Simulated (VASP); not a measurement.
# KNbO3 (P4mm) in VASP: a series of runs, part 2 of 2

VASP 6.6.1. Earlier steps stand in the parts before.

### Step 3. Single point, PBE

Contents of INCAR:

```
PREC = Accurate
ENCUT = 600
EDIFF = 1E-6
ISMEAR = -1
SIGMA = 0.001
LREAL = False
LASPH = True
NELM = 120
ALGO = Normal
ISIF = 2
LWAVE = False
LCHARG = True
GGA = PE
LELF = True
LVHAR = True
NBANDS = 28
GGA_COMPAT = False
```

Contents of KPOINTS:

```
Automatic mesh
0
Gamma
  4 4 4
```

Contents of POSCAR:

```
KNbO3
1.0
    4.0129726800      0.0000000000      0.0000000000
    0.0000000000      4.0129726800      0.0000000000
    0.0000000000      0.0000000000      4.1102918300
K Nb O
1 1 3
Direct
    0.5000000000      0.5000000000      0.4999545100
    0.0000000000      0.0000000000      0.0149157700
    0.5000000000      0.0000000000      0.9741423400
    0.0000000000      0.5000000000      0.9741423400
    0.0000000000      0.0000000000      0.4716460400
```

Potentials or basis: VASP PAW PBE potentials, release 64 (K_sv, Nb_sv, O).

Run with:

```
$ cat potpaw_PBE.64/K_sv/POTCAR potpaw_PBE.64/Nb_sv/POTCAR potpaw_PBE.64/O/POTCAR > POTCAR
$ mpirun -np 1 vasp_std > vasp.out
```

OUTCAR:

```text
PREC = Accurate
   ENCUT = 600
   EDIFF = 1E-6
   ISMEAR = -1
   LREAL = False
   LASPH = True
   NELM = 120
   ISIF = 2
   GGA = PE

 ion  position               nearest neighbor table
   1  0.500  0.500  0.500-   3 2.80   4 2.80   3 2.80   4 2.80   5 2.84   5 2.84   5 2.84   5 2.84

   2  0.000  0.000  0.015-   5 1.88   4 2.01   3 2.01   4 2.01   3 2.01   5 2.23
   3  0.500  0.000  0.974-   2 2.01   2 2.01   1 2.80   1 2.80
   4  0.000  0.500  0.974-   2 2.01   2 2.01   1 2.80   1 2.80
   5  0.000  0.000  0.472-   2 1.88   2 2.23   1 2.84   1 2.84   1 2.84   1 2.84

  LATTYP: Found a simple tetragonal cell.
 ALAT       =     4.0129726800
 C/A-ratio  =     1.0242511369

  Lattice vectors:

 A1 = (   4.0129726800,   0.0000000000,   0.0000000000)
 A2 = (   0.0000000000,   4.0129726800,   0.0000000000)
 A3 = (   0.0000000000,   0.0000000000,   4.1102918300)

Analysis of symmetry for initial positions (statically):
=====================================================================
 Subroutine PRICEL returns:
 Original cell was already a primitive cell.

 Routine SETGRP: Setting up the symmetry group for a
 simple tetragonal supercell.

 Subroutine GETGRP returns: Found  8 space group operations
 (whereof  8 operations were pure point group operations)
 out of a pool of 16 trial point group operations.

The static configuration has the point symmetry C_4v.

Analysis of symmetry for dynamics (positions and initial velocities):
=====================================================================
 Subroutine PRICEL returns:
 Original cell was already a primitive cell.

 Routine SETGRP: Setting up the symmetry group for a
 simple tetragonal supercell.

 Subroutine GETGRP returns: Found  8 space group operations
[... 117 lines left out ...]
   ISMEAR =    -1;   SIGMA  =   0.00  broadening in eV -4-tet -1-fermi 0-gaus
   EFERMI_NEDOS =   21; number of points for ismear=-14 and -15
   IALGO  =     38    algorithm
   IMIX   =      4    mixing-type and parameters
     AMIX     =   0.40;   BMIX     =  1.00
     AMIX_MAG =   1.60;   BMIX_MAG =  1.00
  volume/ion in A,a.u.               =      13.24        89.34
  Fermi-wavevector in a.u.,A,eV,Ry     =   1.384076  2.615524 26.064208  1.915665
  Thomas-Fermi vector in A             =   2.508614
   LORBIT       =      0    0 simple, 1 ext, 2 COOP (PROOUT), +10 PAW based schemes
   GGA     = PE    functional components
   LHFCALC =     F    Hartree Fock is set to
   AEXX    =    0.0000 exact exchange contribution
   IVDW    =     0    specifies the selected vdW correction
   LEPSILON=     F    determine dielectric tensor
   LRPA    =     F    only Hartree local field effects (RPA)
 non-spin polarized calculation
  energy-cutoff  :      600.00
  volume of cell :       66.19
 maximum number of plane-waves:      2256
   NGX = 17   NGY = 17   NGZ = 17

 number of electron      40.0000000 magnetization

 Free energy of the ion-electron system (eV)
  ---------------------------------------------------
  ext. energy  EPLUGINS =         0.00000000
  ---------------------------------------------------
  free energy    TOTEN  =       -38.87549334 eV

  energy without entropy =      -38.87549334  energy(sigma->0) =      -38.87549334

 E-fermi :   3.2564     XC(G=0): -10.6131

 val. band max:        3.1120758357   @ k =   0.5000   0.5000   0.5000
 cond. band min:       4.6511682075   @ k =   0.0000   0.0000   0.0000
 fundamental gap:      1.5390923718
 Fermi energy:         3.2564347341

 k-point     1 :       0.0000    0.0000    0.0000
  band No.  band energies     occupation
      1     -51.8924      2.00000
      2     -28.0201      2.00000
      3     -27.9263      2.00000
      4     -27.9263      2.00000
      5     -24.3404      2.00000
      6     -14.0409      2.00000
[... 547 lines left out ...]
     27      13.5928      0.00000
     28      13.6624      0.00000

------------------------ aborting loop because EDIFF is reached ----------------------------------------

  FORCE on cell =-STRESS in cart. coord.  units (eV):
  Direction    XX          YY          ZZ          XY          YZ          ZX
  --------------------------------------------------------------------------------------
  -------------------------------------------------------------------------------------
  Total       -0.3252115     -0.3252115     -0.1311000      0.0000000     -0.0000000      0.0000000
  in kB       -7.8717516     -7.8717516     -3.1732784      0.0000000     -0.0000000      0.0000000
  external PRESSURE =      -6.3055939 kB  Pullay stress =       0.0000000 kB

 VOLUME and BASIS-vectors are now :
 -----------------------------------------------------------------------------
  energy-cutoff  :      600.00
  volume of cell :       66.19
      direct lattice vectors                 reciprocal lattice vectors
     4.012972680  0.000000000  0.000000000     0.249191829  0.000000000  0.000000000
     0.000000000  4.012972680  0.000000000     0.000000000  0.249191829  0.000000000
     0.000000000  0.000000000  4.110291830     0.000000000  0.000000000  0.243291728

 POSITION                                       TOTAL-FORCE (eV/Angst)
 -----------------------------------------------------------------------------------
      2.00649      2.00649      2.05496         0.000000     -0.000000     -0.013549
      0.00000      0.00000      0.06131        -0.000000      0.000000      0.324165
      2.00649      0.00000      4.00401         0.000000      0.000000      0.039671
      0.00000      2.00649      4.00401         0.000000      0.000000      0.039671
      0.00000      0.00000      1.93860         0.000000      0.000000     -0.389959
 -----------------------------------------------------------------------------------
    total drift:                                0.000000      0.000000      0.000641

  FREE ENERGIE OF THE ION-ELECTRON SYSTEM (eV)
  ---------------------------------------------------
  free  energy   TOTEN  =       -38.8754933405 eV

  energy  without entropy=      -38.8754933405  energy(sigma->0) =      -38.87549334
```

OSZICAR:

```text
N       E                     dE             d eps       ncg     rms          rms(c)
DAV:   1     0.411397898674E+03    0.41140E+03   -0.23679E+04  1008   0.160E+03
DAV:   2    -0.187631868101E+02   -0.43016E+03   -0.41533E+03  1248   0.485E+02
DAV:   3    -0.468846322372E+02   -0.28121E+02   -0.27947E+02  1548   0.120E+02
DAV:   4    -0.481605842565E+02   -0.12760E+01   -0.12726E+01  1712   0.200E+01
DAV:   5    -0.481828525023E+02   -0.22268E-01   -0.22263E-01  1452   0.246E+00    0.192E+01
DAV:   6    -0.392218473450E+02    0.89610E+01   -0.41439E+01  1524   0.450E+01    0.851E+00
DAV:   7    -0.389099484524E+02    0.31190E+00   -0.38139E+00  1492   0.136E+01    0.448E+00
DAV:   8    -0.389128064056E+02   -0.28580E-02   -0.60799E-01  1676   0.693E+00    0.165E+00
DAV:   9    -0.388756697068E+02    0.37137E-01   -0.12432E-01  1484   0.290E+00    0.593E-01
DAV:  10    -0.388754681003E+02    0.20161E-03   -0.23386E-02  1468   0.113E+00    0.216E-01
DAV:  11    -0.388754696991E+02   -0.15988E-05   -0.20365E-03  1564   0.391E-01    0.575E-02
DAV:  12    -0.388754791339E+02   -0.94348E-05   -0.52404E-04  1472   0.174E-01    0.569E-02
DAV:  13    -0.388754934836E+02   -0.14350E-04   -0.11558E-04  1304   0.652E-02    0.175E-02
DAV:  14    -0.388754932387E+02    0.24485E-06   -0.16802E-05  1512   0.337E-02    0.331E-03
DAV:  15    -0.388754933405E+02   -0.10179E-06   -0.14032E-06   876   0.874E-03
   1 F= -.38875493E+02 E0= -.38875493E+02  d E =0.000000E+00
```

stdout:

```text
POSCAR found type information on POSCAR K NbO
 POSCAR found :  3 types and       5 ions
 scaLAPACK will be used
 LDA part: xc-table for (Slater+PW92), standard interpolation
 POSCAR, INCAR and KPOINTS ok, starting setup
 FFT: planning ... GRIDC
 FFT: planning ... GRID_SOFT
 FFT: planning ... GRID
 WAVECAR not read
 entering main loop
```

Run time: 36 s. Hardware: 1 thread of Intel Xeon Platinum 8259CL at 2.50GHz (Skylake/Cascade Lake), shared host; peak memory 0.2 GiB.

What came out:

* Free energy: -38.8755 eV
* Pressure: -0.6 GPa
* Largest force: 0.390 eV/Å
* Band gap on the k mesh: 1.54 eV (least direct gap 2.39 eV)

Forces in eV/Å, atoms in the order of the input:
```
K    0.000  0.000 -0.014
Nb   0.000  0.000  0.324
O    0.000  0.000  0.040
O    0.000  0.000  0.040
O    0.000  0.000 -0.390
```

Levels at points of the mesh, in eV from the valence-band top:
| k point | band 16 | band 17 | band 18 | band 19 | band 20 | band 21 | band 22 | band 23 | band 24 | band 25 |
| --- | --- | --- | --- | --- | --- | --- | --- | --- | --- | --- |
| (0.00, 0.00, 0.00) | -1.52 | -1.17 | -1.05 | -0.85 | -0.85 | 1.54 | 2.19 | 2.19 | 5.30 | 5.34 |
| (0.50, 0.00, 0.00) | -2.17 | -2.04 | -1.54 | -1.51 | -1.16 | 2.27 | 4.03 | 4.15 | 5.29 | 7.47 |
| (0.50, 0.50, 0.00) | -2.88 | -1.66 | -1.51 | -1.51 | -0.03 | 4.17 | 4.17 | 5.07 | 5.91 | 9.75 |
| (0.00, 0.00, 0.50) | -2.01 | -2.01 | -1.54 | -0.84 | -0.84 | 1.63 | 4.07 | 4.07 | 5.32 | 7.76 |
| (0.50, 0.00, 0.50) | -2.75 | -1.49 | -1.45 | -1.44 | -0.23 | 4.06 | 4.10 | 4.96 | 6.52 | 9.59 |
| (0.50, 0.50, 0.50) | -3.80 | -3.80 | -0.19 | -0.19 | 0.00 | 5.05 | 5.05 | 5.12 | 8.49 | 8.77 |

A k mesh can miss the band edges.

### Step 4. Single point, PBE+D4

Contents of INCAR:

```
SYSTEM = KNbO3
ALGO = Normal ; EDIFF = 1E-6
ENCUT = 600 ; GGA = PE
GGA_COMPAT = .FALSE. ; ISIF = 2
ISMEAR = 0 ; IVDW = 13
LASPH = .TRUE. ; LCHARG = .TRUE.
LELF = .TRUE. ; LREAL = .FALSE.
LVHAR = .TRUE. ; LWAVE = .FALSE.
NBANDS = 28 ; NELM = 120
PREC = Accurate ; SIGMA = 0.1
```

Contents of KPOINTS:

```
k-points
0
G
  4 4 4
  0 0 0
```

POSCAR is that of step 3.

Run with:

```
$ cat potpaw_PBE.64/K_sv/POTCAR potpaw_PBE.64/Nb_sv/POTCAR potpaw_PBE.64/O/POTCAR > POTCAR
$ mpirun -np 1 vasp_std > vasp.out
```

Wall time 36 s (1 thread of Intel Xeon Platinum 8259CL at 2.50GHz (Skylake/Cascade Lake), shared host); peak memory 0.2 GiB.

It converged, with:

```yaml
Free_energy: -39.6847 eV
Pressure: -2.7 GPa
Largest_force: 0.407 eV/Å
Band_gap_on_the_k_mesh: 1.54 eV (least direct gap 2.39 eV)
Dispersion_energy_per_atom: -0.162 eV
```

Forces on the atoms (eV/Å):
```
K    0.000  0.000 -0.004
Nb   0.000  0.000  0.333
O    0.000  0.000  0.040
O    0.000  0.000  0.040
O    0.000  0.000 -0.407
```

Stress tensor (GPa, compression positive):
```
-2.89  0.00  0.00
 0.00 -2.89  0.00
 0.00  0.00 -2.38
```

Levels at points of the mesh, in eV from the valence-band top:
```
           k point  band 18  band 19  band 20  band 21  band 22  band 23
(0.00, 0.00, 0.00)    -1.05    -0.85    -0.85     1.54     2.19     2.19
(0.50, 0.00, 0.00)    -1.54    -1.51    -1.16     2.27     4.03     4.15
(0.50, 0.50, 0.00)    -1.51    -1.51    -0.03     4.17     4.17     5.07
(0.00, 0.00, 0.50)    -1.54    -0.84    -0.84     1.63     4.07     4.07
(0.50, 0.00, 0.50)    -1.45    -1.44    -0.23     4.06     4.10     4.96
(0.50, 0.50, 0.50)    -0.19    -0.19     0.00     5.05     5.05     5.12
```

A k mesh can miss the band edges.

### Step 5. Single point, PBE

Contents of INCAR:

```
PREC = Accurate
ENCUT = 600
EDIFF = 1E-6
ISMEAR = 1
SIGMA = 0.213
LREAL = False
LASPH = True
NELM = 120
ALGO = Normal
ISIF = 2
LWAVE = False
LCHARG = False
GGA = PE
NBANDS = 28
GGA_COMPAT = False
```

Contents of KPOINTS:

```
Automatic mesh
0
Gamma
  4 4 4
```

POSCAR is that of step 4.

Run with:

```
$ cat potpaw_PBE.64/K_sv/POTCAR potpaw_PBE.64/Nb_sv/POTCAR potpaw_PBE.64/O/POTCAR > POTCAR
$ mpirun -np 1 vasp_std > vasp.out
```

Run time: 34 s. Hardware: 1 thread of Intel Xeon Platinum 8259CL at 2.50GHz (Skylake/Cascade Lake), shared host; peak memory 0.2 GiB.

The run converged. Its results:

```yaml
Free_energy: -38.8743 eV
Pressure: -0.6 GPa
Largest_force: 0.403 eV/Å
Band_gap_on_the_k_mesh: 1.55 eV (least direct gap 2.40 eV)
```

Forces in eV/Å, atoms in the order of the input:
```
K    0.000  0.000 -0.015
Nb   0.000  0.000  0.341
O    0.000  0.000  0.039
O    0.000  0.000  0.039
O    0.000  0.000 -0.403
```

Stress tensor (GPa, compression positive):
```
-0.78  0.00  0.00
 0.00 -0.78  0.00
 0.00  0.00 -0.33
```

Levels at points of the mesh, in eV from the valence-band top:
| k point | band 16 | band 17 | band 18 | band 19 | band 20 | band 21 | band 22 | band 23 | band 24 | band 25 |
| --- | --- | --- | --- | --- | --- | --- | --- | --- | --- | --- |
| (0.00, 0.00, 0.00) | -1.51 | -1.16 | -1.04 | -0.85 | -0.85 | 1.55 | 2.20 | 2.20 | 5.31 | 5.35 |
| (0.50, 0.00, 0.00) | -2.16 | -2.04 | -1.53 | -1.50 | -1.15 | 2.28 | 4.04 | 4.16 | 5.30 | 7.47 |
| (0.50, 0.50, 0.00) | -2.87 | -1.64 | -1.49 | -1.49 | -0.03 | 4.17 | 4.17 | 5.08 | 5.93 | 9.76 |
| (0.00, 0.00, 0.50) | -2.01 | -2.01 | -1.54 | -0.84 | -0.84 | 1.64 | 4.08 | 4.08 | 5.33 | 7.77 |
| (0.50, 0.00, 0.50) | -2.75 | -1.48 | -1.44 | -1.44 | -0.21 | 4.07 | 4.11 | 4.97 | 6.53 | 9.59 |
| (0.50, 0.50, 0.50) | -3.79 | -3.79 | -0.18 | -0.18 | 0.00 | 5.06 | 5.06 | 5.13 | 8.50 | 8.78 |

A k mesh can miss the band edges.

### Step 6. The runs side by side

| level | smearing | gap on the mesh (eV) | pressure (GPa) | largest force (eV/Å) |
| --- | --- | --- | --- | --- |
| RPBE | gaussian 0.1 eV | 1.57 | 3.3 | 0.42 |
| PBE | fermi-dirac 0.001 eV | 1.54 | -0.6 | 0.39 |
| PBE+D4 | gaussian 0.1 eV | 1.54 | -2.7 | 0.41 |
| PBE | methfessel-paxton 0.213 eV | 1.55 | -0.6 | 0.40 |

Alike in all rows: task single point; potentials or basis VASP PAW PBE potentials, release 64 (K_sv, Nb_sv, O); no spin polarisation; cell as given; k mesh 4 × 4 × 4; cutoff (eV) 600.

On the cell as given the gap runs from 1.54 eV (PBE) to 1.57 eV (RPBE). The pressure there spans -2.7 GPa (PBE+D4) to 3.3 GPa (RPBE); a positive pressure means that this level wants a larger cell, a negative one a smaller.

Caveats: the cell stands under pressure (at least some runs); the PAW data sets were made with another functional, which shifts forces and pressure a little (at least some runs).

Absolute energies hang on the potentials; compare differences alone.
